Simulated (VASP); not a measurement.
BaTaH4, 6 atoms in the cell. It takes space group Pmm2 (No. 25, orthorhombic). The conventional cell has a = 3.267 Å, b = 3.835 Å, c = 6.062 Å, α = 90.00°, β = 90.00°, γ = 90.00°. Ba (site symmetry mm2) has 12 H at 2.56 to 3.25 Å and 2 Ta at 2.97 Å and 2 Ba at 3.27 Å within 3.4 Å. Within 3.3 Å of Ta (site symmetry mm2) lie 12 H at 2.42 to 3.24 Å and 2 Ba at 2.97 Å and 2 Ta at 3.27 Å. Within 2.3 Å of H (site symmetry mm2) lie 3 H at 1.75 to 1.77 Å. Within 2.7 Å of H (site symmetry mm2) lie 3 H at 1.97 to 2.33 Å and 4 Ba at 2.70 Å. Within 2.5 Å of H (site symmetry mm2) lie 3 H at 1.77 to 1.97 Å and 2 Ta at 2.42 Å. H (site symmetry mm2) has 3 H at 1.75 to 2.33 Å within 2.4 Å. 

- Program: VASP 6.6.1
- Task: single point
- Functional: PBE
- Potentials or basis: VASP PAW PBE potentials, release 64 (Ba_sv, Ta_sv_GW, H_h)
- Cutoff: 1230 eV
- k mesh: 6 × 4 × 4
- Occupations: gaussian, width 0.1 eV
- Spin: no spin polarisation
- Dipole correction: no
- Further INCAR settings: ALGO = Normal; EDIFF = 1e-06; NBANDS = 22

Potentials or basis: VASP PAW PBE potentials, release 64 (Ba_sv, Ta_sv_GW, H_h).

Command:

```console
$ cat potpaw_PBE.64/Ba_sv/POTCAR potpaw_PBE.64/Ta_sv_GW/POTCAR potpaw_PBE.64/H_h/POTCAR > POTCAR
$ mpirun -np 1 vasp_std > vasp.out
```

Hardware: 1 thread of Intel(R) Xeon(R) Platinum 8488C (Sapphire Rapids) (shared host).

How long does it take, and how much memory?

Run time: 5.3 min on 1 thread of Intel(R) Xeon(R) Platinum 8488C (Sapphire Rapids), with other jobs on the host, peak memory 0.53 GiB. Counts: scf iterations 15, k points 36.
